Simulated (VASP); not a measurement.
# SnO2 (an interface model) in VASP: further runs

The runs below take SnO2 (an interface model) through single point, with PBEsol.

Everything below comes from runs of VASP 6.6.1. Logs are shortened: lines on timing, memory, paths and dates and some standing lists are left out, and cuts for length are marked.

### Step 1. The cell of the first run

The cell holds layers of an interface, 6 atoms: a = 4.591 Å, b = 4.591 Å, c = 3.311 Å, α = 90.00°, β = 90.00°, γ = 90.00°.

### Step 2. Single point, PBEsol

INCAR

```
SYSTEM = SnO2
ALGO     = Normal         ! electronic algorithm
EDIFF    = 1E-6           ! SCF threshold, eV
ENCUT    = 520            ! plane-wave cutoff, eV
GGA      = PS             ! functional
GGA_COMPAT= .False.      
ISIF     = 2              ! what is computed and relaxed
ISMEAR   = -1             ! smearing method
LASPH    = .True.         ! aspherical terms in the spheres
LCHARG   = .False.        ! write CHGCAR
LREAL    = .False.        ! projectors in reciprocal space
LWAVE    = .False.        ! write WAVECAR
NBANDS   = 35             ! bands
NELM     = 120            ! most SCF steps
PREC     = Accurate       ! precision mode
SIGMA    = 0.05           ! smearing width, eV
```

KPOINTS

```
k-points
0
Gamma
  5 5 4
  0 0 0
```

POSCAR

```
SnO2
1.0
    4.5914140000      0.0000000000      0.0000000000
    0.0000000000      4.5914140000      0.0000000000
    0.0000000000      0.0000000000      3.3109223646
Sn O
2 4
Direct
    0.0000000000      0.0000000000      0.0000000000
    0.5000000000      0.5000000000      0.5000000000
    0.3075530000      0.3075530000      0.0000000000
    0.6924470000      0.6924470000      0.0000000000
    0.1924470000      0.8075530000      0.5000000000
    0.8075530000      0.1924470000      0.5000000000
```

Potentials or basis: VASP PAW PBE potentials, release 64 (Sn_d, O).

Command:

```bash
$ cat potpaw_PBE.64/Sn_d/POTCAR potpaw_PBE.64/O/POTCAR > POTCAR
$ mpirun -np 1 vasp_std > vasp.out
```

OUTCAR:

```text
SYSTEM = SnO2
   EDIFF = 1E-6
   ENCUT = 520
   GGA = PS
   ISIF = 2
   ISMEAR = -1
   LASPH = .True.
   LREAL = .False.
   NELM = 120
   PREC = Accurate

 ion  position               nearest neighbor table
   1  0.000  0.000  0.000-   3 2.00   4 2.00   5 2.07   6 2.07   5 2.07   6 2.07   2 3.64   2 3.64
                             2 3.64   2 3.64   2 3.64   2 3.64   2 3.64   2 3.64
   2  0.500  0.500  0.500-   5 2.00   6 2.00   3 2.07   4 2.07   3 2.07   4 2.07   1 3.64   1 3.64
                             1 3.64   1 3.64   1 3.64   1 3.64   1 3.64   1 3.64
   3  0.308  0.308  0.000-   1 2.00   2 2.07   2 2.07
   4  0.692  0.692  0.000-   1 2.00   2 2.07   2 2.07
   5  0.192  0.808  0.500-   2 2.00   1 2.07   1 2.07
   6  0.808  0.192  0.500-   2 2.00   1 2.07   1 2.07

  LATTYP: Found a simple tetragonal cell.
 ALAT       =     4.5914140000
 C/A-ratio  =     0.7211117021

  Lattice vectors:

 A1 = (   4.5914140000,   0.0000000000,   0.0000000000)
 A2 = (   0.0000000000,   4.5914140000,   0.0000000000)
 A3 = (   0.0000000000,   0.0000000000,   3.3109223646)

Analysis of symmetry for initial positions (statically):
=====================================================================
 Subroutine PRICEL returns:
 Original cell was already a primitive cell.

 Routine SETGRP: Setting up the symmetry group for a
 simple tetragonal supercell.

 Subroutine GETGRP returns: Found 16 space group operations
 (whereof  8 operations were pure point group operations)
 out of a pool of 16 trial point group operations.

The static configuration has the point symmetry D_2h.
 The point group associated with its full space group is D_4h.

Analysis of symmetry for dynamics (positions and initial velocities):
=====================================================================
 Subroutine PRICEL returns:
 Original cell was already a primitive cell.

 Routine SETGRP: Setting up the symmetry group for a
 simple tetragonal supercell.

 Subroutine GETGRP returns: Found 16 space group operations
 (whereof  8 operations were pure point group operations)
 out of a pool of 16 trial point group operations.

The dynamic configuration has the point symmetry D_2h.
 The point group associated with its full space group is D_4h.

 Subroutine INISYM returns: Found 16 space group operations
 (whereof  8 operations are pure point group operations),
 and found     1 'primitive' translations

[... 97 lines left out ...]
   EDIFFG = 0.1E-04   stopping-criterion for IOM
   NSW    =      0    number of steps for IOM
   IBRION =     -1    ionic relax: 0-MD 1-quasi-New 2-CG
   NFREE  =      0    steps in history (QN), initial steepest desc. (CG)
   ISIF   =      2    stress and relaxation
   ISYM   =      2    0-nonsym 1-usesym 2-fastsym
   POTIM  = 0.5000    time-step for ionic-motion
   TEBEG  =    0.0;   TEEND  =   0.0 temperature during run
   PSTRESS=    0.0 pullay stress
   NELECT =      52.0000    total number of electrons
   NUPDOWN=      -1.0000    fix difference up-down
   EMIN   =  10.00;   EMAX   =-10.00  energy-range for DOS
   EFERMI =   0.00;   METHOD = LEGACY
   ISMEAR =    -1;   SIGMA  =   0.05  broadening in eV -4-tet -1-fermi 0-gaus
   EFERMI_NEDOS =   21; number of points for ismear=-14 and -15
   IALGO  =     38    algorithm
   IMIX   =      4    mixing-type and parameters
     AMIX     =   0.40;   BMIX     =  1.00
     AMIX_MAG =   1.60;   BMIX_MAG =  1.00
  volume/ion in A,a.u.               =      11.63        78.50
  Fermi-wavevector in a.u.,A,eV,Ry     =   1.484096  2.804535 29.967386  2.202541
  Thomas-Fermi vector in A             =   2.597675
   LORBIT       =      0    0 simple, 1 ext, 2 COOP (PROOUT), +10 PAW based schemes
   GGA     = PS    functional components
   LHFCALC =     F    Hartree Fock is set to
   AEXX    =    0.0000 exact exchange contribution
   IVDW    =     0    specifies the selected vdW correction
   LEPSILON=     F    determine dielectric tensor
   LRPA    =     F    only Hartree local field effects (RPA)
 non-spin polarized calculation
  energy-cutoff  :      520.00
  volume of cell :       69.80
 maximum number of plane-waves:      1890
 NGX is ok and might be reduce to    36
   NGX = 17   NGY = 17   NGZ = 13

 number of electron      52.0000038 magnetization

 Free energy of the ion-electron system (eV)
  ---------------------------------------------------
  ext. energy  EPLUGINS =         0.00000000
  ---------------------------------------------------
  free energy    TOTEN  =       -39.45398859 eV

  energy without entropy =      -39.45398850  energy(sigma->0) =      -39.45398854

 E-fermi :   6.9432     XC(G=0): -11.7004

 val. band max:        6.3067413395   @ k =   0.0000   0.0000   0.0000
 cond. band min:       7.5761865699   @ k =   0.0000   0.0000   0.0000
 fundamental gap:      1.2694452304
 Fermi energy:         6.9432454198

 k-point     1 :       0.0000    0.0000    0.0000
  band No.  band energies     occupation
      1     -14.7220      2.00000
      2     -13.7702      2.00000
      3     -13.6392      2.00000
      4     -13.5872      2.00000
      5     -13.5609      2.00000
      6     -13.5609      2.00000
[... 673 lines left out ...]
     34      17.8366      0.00000
     35      19.4967      0.00000

------------------------ aborting loop because EDIFF is reached ----------------------------------------

  FORCE on cell =-STRESS in cart. coord.  units (eV):
  Direction    XX          YY          ZZ          XY          YZ          ZX
  --------------------------------------------------------------------------------------
  -------------------------------------------------------------------------------------
  Total        5.4613780      5.4613780      0.4020244      0.0000000      0.0000000      0.0000000
  in kB      125.3634440    125.3634440      9.2282878      0.0000000      0.0000000      0.0000000
  external PRESSURE =      86.6517253 kB  Pullay stress =       0.0000000 kB

 VOLUME and BASIS-vectors are now :
 -----------------------------------------------------------------------------
  energy-cutoff  :      520.00
  volume of cell :       69.80
      direct lattice vectors                 reciprocal lattice vectors
     4.591414000  0.000000000  0.000000000     0.217797829  0.000000000  0.000000000
     0.000000000  4.591414000  0.000000000     0.000000000  0.217797829  0.000000000
     0.000000000  0.000000000  3.310922365     0.000000000  0.000000000  0.302030640

 POSITION                                       TOTAL-FORCE (eV/Angst)
 -----------------------------------------------------------------------------------
      0.00000      0.00000      0.00000         0.000000      0.000000      0.000000
      2.29571      2.29571      1.65546         0.000000      0.000000      0.000000
      1.41210      1.41210      0.00000        -0.001196     -0.001196      0.000000
      3.17931      3.17931      0.00000         0.001196      0.001196      0.000000
      0.88360      3.70781      1.65546         0.001196     -0.001196      0.000000
      3.70781      0.88360      1.65546        -0.001196      0.001196      0.000000
 -----------------------------------------------------------------------------------
    total drift:                                0.000000      0.000000      0.000000

  FREE ENERGIE OF THE ION-ELECTRON SYSTEM (eV)
  ---------------------------------------------------
  free  energy   TOTEN  =       -39.4539885869 eV

  energy  without entropy=      -39.4539884989  energy(sigma->0) =      -39.45398854
```

It took 79 s on 1 thread of Intel Xeon 8259CL, shared host; peak memory 0.19 GiB.

Results:

```yaml
Free_energy: -39.4540 eV
Pressure: 8.7 GPa
Band_gap_on_the_k_mesh: 1.27 eV, direct
```

Levels at points of the mesh, in eV from the valence-band top:
```tsv
k point	band 23	band 24	band 25	band 26	band 27	band 28	band 29	band 30
(0.00, 0.00, 0.00)	-1.35	-0.71	-0.71	0.00	1.27	5.60	5.84	5.84
(0.00, 0.00, 0.50)	-1.76	-1.76	-1.26	-1.26	6.33	6.33	9.91	9.91
```

Caveat: the k points lie up to 0.47 Å⁻¹ apart; the PAW data sets were made with another functional, which shifts forces and pressure a little; spin-orbit coupling is left out, which moves the levels of the heavy elements.

### Step 3. Single point, PBEsol

This run uses another cell than the first one, of 11.60 Å³/atom, 0.997 times its volume.

INCAR

```
SYSTEM = SnO2
PREC = Accurate ; ENCUT = 520
EDIFF = 1E-6 ; ISMEAR = -1
SIGMA = 0.05 ; LREAL = .False.
LASPH = .True. ; NELM = 120
ALGO = Normal ; ISIF = 2
LWAVE = .False. ; LCHARG = .False.
GGA = PS ; NBANDS = 35
GGA_COMPAT = .False.
```

KPOINTS

```
Automatic mesh
0
Gamma
  5 5 4
  0 0 0
```

POSCAR

```
SnO2
1.0
    4.5914140000      0.0000000000      0.0000000000
    0.0000000000      4.5914140000      0.0000000000
    0.0000000000      0.0000000000      3.3018320000
Sn O
2 4
Direct
    0.0000000000      0.0000000000      0.0000000000
    0.5000000000      0.5000000000      0.5000000000
    0.3062740000      0.3062740000      0.0000000000
    0.6937260000      0.6937260000      0.0000000000
    0.1937260000      0.8062740000      0.5000000000
    0.8062740000      0.1937260000      0.5000000000
```

Potentials or basis: VASP PAW PBE potentials, release 64 (Sn_d, O).

Command:

```bash
$ cat potpaw_PBE.64/Sn_d/POTCAR potpaw_PBE.64/O/POTCAR > POTCAR
$ mpirun -np 1 vasp_std > vasp.out
```

OUTCAR:

```text
SYSTEM = SnO2
   PREC = Accurate
   ENCUT = 520
   EDIFF = 1E-6
   ISMEAR = -1
   LREAL = .False.
   LASPH = .True.
   NELM = 120
   ISIF = 2
   GGA = PS

 ion  position               nearest neighbor table
   1  0.000  0.000  0.000-   3 1.99   4 1.99   5 2.08   6 2.08   5 2.08   6 2.08   2 3.64   2 3.64
                             2 3.64   2 3.64   2 3.64   2 3.64   2 3.64   2 3.64
   2  0.500  0.500  0.500-   5 1.99   6 1.99   3 2.08   4 2.08   3 2.08   4 2.08   1 3.64   1 3.64
                             1 3.64   1 3.64   1 3.64   1 3.64   1 3.64   1 3.64
   3  0.306  0.306  0.000-   1 1.99   2 2.08   2 2.08
[... 888 lines left out ...]
  Total        5.7514829      5.7514829      0.6842035     -0.0000000      0.0000000      0.0000000
  in kB      132.3861447    132.3861447     15.7488183     -0.0000000      0.0000000      0.0000000
  external PRESSURE =      93.5070359 kB  Pullay stress =       0.0000000 kB

 VOLUME and BASIS-vectors are now :
 -----------------------------------------------------------------------------
  energy-cutoff  :      520.00
  volume of cell :       69.61
      direct lattice vectors                 reciprocal lattice vectors
     4.591414000  0.000000000  0.000000000     0.217797829  0.000000000  0.000000000
     0.000000000  4.591414000  0.000000000     0.000000000  0.217797829  0.000000000
     0.000000000  0.000000000  3.301832000     0.000000000  0.000000000  0.302862169

 POSITION                                       TOTAL-FORCE (eV/Angst)
 -----------------------------------------------------------------------------------
      0.00000      0.00000      0.00000         0.000000     -0.000000      0.000000
      2.29571      2.29571      1.65092         0.000000     -0.000000      0.000000
      1.40623      1.40623      0.00000         0.147053      0.147053      0.000000
      3.18518      3.18518      0.00000        -0.147053     -0.147053     -0.000000
      0.88948      3.70194      1.65092        -0.147053      0.147053      0.000000
      3.70194      0.88948      1.65092         0.147053     -0.147053      0.000000
 -----------------------------------------------------------------------------------
    total drift:                               -0.000000      0.000000      0.000000

  FREE ENERGIE OF THE ION-ELECTRON SYSTEM (eV)
  ---------------------------------------------------
  free  energy   TOTEN  =       -39.4487160113 eV

  energy  without entropy=      -39.4487159467  energy(sigma->0) =      -39.44871598
```

It took 92 s on 1 thread of Intel Xeon 8259CL, shared host; peak memory 0.19 GiB.

What came out:

```
Free energy            : -39.4487 eV
Pressure               : 9.4 GPa
Largest force          : 0.208 eV/Å
Band gap on the k mesh : 1.30 eV, direct
```

Forces in eV/Å, atoms in the order of the input:
```
Sn   0.000  0.000  0.000
Sn   0.000  0.000  0.000
O    0.147  0.147  0.000
O   -0.147 -0.147  0.000
O   -0.147  0.147  0.000
O    0.147 -0.147  0.000
```

Levels at points of the mesh, in eV from the valence-band top:
```csv
k point,band 23,band 24,band 25,band 26,band 27,band 28,band 29,band 30
"(0.00, 0.00, 0.00)",-1.35,-0.72,-0.72,0.00,1.30,5.70,5.86,5.86
"(0.00, 0.00, 0.50)",-1.77,-1.77,-1.26,-1.26,6.34,6.34,9.93,9.93
```

Caveat: the k points lie up to 0.48 Å⁻¹ apart; the PAW data sets were made with another functional, which shifts forces and pressure a little; spin-orbit coupling is left out, which moves the levels of the heavy elements.
